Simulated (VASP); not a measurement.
Wanted: the native input for a VASP 6.6.1 run.

| Item | Value |
| --- | --- |
| Task | single point |
| Functional | PBE |
| Potentials or basis | VASP PAW PBE potentials, release 64 (Br, K_sv) |
| Cutoff | 520 eV |
| k mesh | 5 × 5 × 5 |
| Occupations | methfessel-paxton, width 0.1 eV |
| Spin | no spin polarisation |
| Dipole correction | no |
| Further INCAR settings | ALGO = Normal; EDIFF = 1e-06; NBANDS = 15 |

The structure of KBr lies in POSCAR:

```
KBr
1.0
    0.0000000000      3.3000000000      3.3000000000
    3.3000000000      0.0000000000      3.3000000000
    3.3000000000      3.3000000000      0.0000000000
Br K
1 1
Direct
    0.4981360000      0.5049930000      0.5047960000
   -0.0032670000      0.0131940000     -0.0053410000
```

These files were run (other wordings do the same):

INCAR

```
PREC = Accurate
ENCUT = 520
EDIFF = 1E-6
ISMEAR = 1
SIGMA = 0.1
LREAL = False
LASPH = True
NELM = 60
ALGO = Normal
ISIF = 2
LWAVE = False
LCHARG = True
GGA = PE
LELF = True
LVHAR = True
NBANDS = 15
```

KPOINTS

```
Automatic mesh
0
Gamma
  5 5 5
```

Potentials or basis: VASP PAW PBE potentials, release 64 (Br, K_sv).

The run is started by

```console
$ cat potpaw_PBE.64/Br/POTCAR potpaw_PBE.64/K_sv/POTCAR > POTCAR
$ mpirun -np 1 vasp_std > vasp.out
```

Results of the run:

The pressure is 0.8 GPa and the largest force is 0.056 eV/Å. The band gap on the k mesh is 4.43 eV.

It took 26 s on 1 thread of Intel(R) Xeon(R) 6975P-C (Granite Rapids), on a shared host, peak memory 0.24 GiB.
